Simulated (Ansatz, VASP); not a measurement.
# Two plane-wave programs on K2ScZnC6N6

INCAR

```
PREC = Accurate
ENCUT = 520
EDIFF = 1E-6
ISMEAR = 0
SIGMA = 0.1
LREAL = Auto
LASPH = True
NELM = 80
ALGO = Normal
ISIF = 2
LWAVE = False
LCHARG = True
GGA = PE
LELF = True
LVHAR = True
NBANDS = 62
```

The input KPOINTS:

```
Automatic mesh
0
Gamma
  4 4 4
```

POSCAR

```
K2ScZnC6N6
1.0
    0.0000000000      5.1995000000      5.1995000000
    5.1995000000      0.0000000000      5.1995000000
    5.1995000000      5.1995000000      0.0000000000
K Sc Zn C N
2 1 1 6 6
Direct
    0.2500000000      0.2500000000      0.2500000000
    0.7500000000      0.7500000000      0.7500000000
    0.0000000000      0.0000000000      0.0000000000
    0.5000000000      0.5000000000      0.5000000000
    0.8055582300      0.1944417700      0.1944417700
    0.1944417700      0.8055582300      0.1944417700
    0.1944417700      0.1944417700      0.8055582300
    0.1944417700      0.8055582300      0.8055582300
    0.8055582300      0.1944417700      0.8055582300
    0.8055582300      0.8055582300      0.1944417700
    0.6930474100      0.3069525900      0.3069525900
    0.3069525900      0.6930474100      0.3069525900
    0.3069525900      0.3069525900      0.6930474100
    0.3069525900      0.6930474100      0.6930474100
    0.6930474100      0.3069525900      0.6930474100
    0.6930474100      0.6930474100      0.3069525900
```

Input for Ansatz:

```yaml
crystal:
  lattice:
    - [0.0, 5.1995, 5.1995]
    - [5.1995, 0.0, 5.1995]
    - [5.1995, 5.1995, 0.0]
  atoms:
    - { symbol: K, position: [0.25, 0.25, 0.25] }
    - { symbol: K, position: [0.75, 0.75, 0.75] }
    - { symbol: Sc, position: [0.0, 0.0, 0.0] }
    - { symbol: Zn, position: [0.5, 0.5, 0.5] }
    - { symbol: C, position: [0.80555823, 0.19444177, 0.19444177] }
    - { symbol: C, position: [0.19444177, 0.80555823, 0.19444177] }
    - { symbol: C, position: [0.19444177, 0.19444177, 0.80555823] }
    - { symbol: C, position: [0.19444177, 0.80555823, 0.80555823] }
    - { symbol: C, position: [0.80555823, 0.19444177, 0.80555823] }
    - { symbol: C, position: [0.80555823, 0.80555823, 0.19444177] }
    - { symbol: "N", position: [0.69304741, 0.30695259, 0.30695259] }
    - { symbol: "N", position: [0.30695259, 0.69304741, 0.30695259] }
    - { symbol: "N", position: [0.30695259, 0.30695259, 0.69304741] }
    - { symbol: "N", position: [0.30695259, 0.69304741, 0.69304741] }
    - { symbol: "N", position: [0.69304741, 0.30695259, 0.69304741] }
    - { symbol: "N", position: [0.69304741, 0.69304741, 0.30695259] }
basis:
  ecutwfc: 420
kpoints:
  mp_grid: { grid: [4, 4, 4] }
hamiltonian:
  xc: pbe
scf:
  occupations: { method: gaussian, width: 0.1 }
  lower_state_search: "off"
output:
  forces: true
  stress: true
  eigenvalues: true
```

Alike in both runs: task single point; functional PBE; k mesh 4 × 4 × 4; occupations gaussian, width 0.1 eV; no spin polarisation.

|  | VASP | Ansatz |
| --- | --- | --- |
| version | VASP 6.6.1 | Ansatz 0.2.0 |
| potentials or method | VASP PAW PBE potentials, release 64 (K_sv, Sc_sv, Zn, C, N), cutoff 520 eV | scalar-relativistic, plane waves, PAW |
| valence electrons in the cell | 95 | 95 |

VASP gave:

| Property | Result |
| --- | --- |
| gap on the k mesh at the Fermi level (eV) | none |
| pressure (GPa) | 14.4 |
| rms of the force components (eV/Å) | 0.913 |

Estimate Ansatz's values.

gap on the k mesh at the Fermi level (eV): none; pressure (GPa): 13.9; rms of the force components (eV/Å): 1.042.

Atom by atom the forces differ by 0.177 eV/Å (rms over components). A gap of «none» marks a metal or a gap that the smearing closes.

Noted on VASP's run: the standard files for N, O and F lose accuracy on very short bonds.
